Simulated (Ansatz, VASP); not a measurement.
Zn: VASP beside Ansatz

```xyz
2
Lattice="2.6144 0.0000 0.0000 -1.3072 2.2641 0.0000 0.0000 0.0000 4.8732" Properties=species:S:1:pos:R:3 pbc="T T T"
Zn    0.0000    1.5094    1.2183
Zn    1.3072    0.7547    3.6549
```

Alike in both runs: task relaxation of cell and atoms; functional LDA; k mesh 15 × 15 × 8; occupations gaussian, width 0.1 eV; no spin polarisation.

```csv
,VASP,Ansatz
version,VASP 6.6.1,Ansatz 0.2.0
potentials or method,"VASP PAW LDA potentials, release 64 (Zn), cutoff 600 eV","scalar-relativistic, plane waves, PAW"
valence electrons in the cell,24,24
```

```csv
,VASP,Ansatz,Ansatz less VASP
"gap on the k mesh at the Fermi level, each at its own relaxed structure (eV)",none,none,-
relaxed volume (Å³/atom),13.76,13.68,-0.085
relaxed cell length with the largest relative difference (Å),2.555,2.549,-0.0059
```

Ansatz warns that its potentials were made for another functional, while VASP's fit it. LDA's correlation is that of Perdew and Zunger in VASP and of Perdew and Wang (1992) in Ansatz. A gap of «none» marks a metal or a gap that the smearing closes.
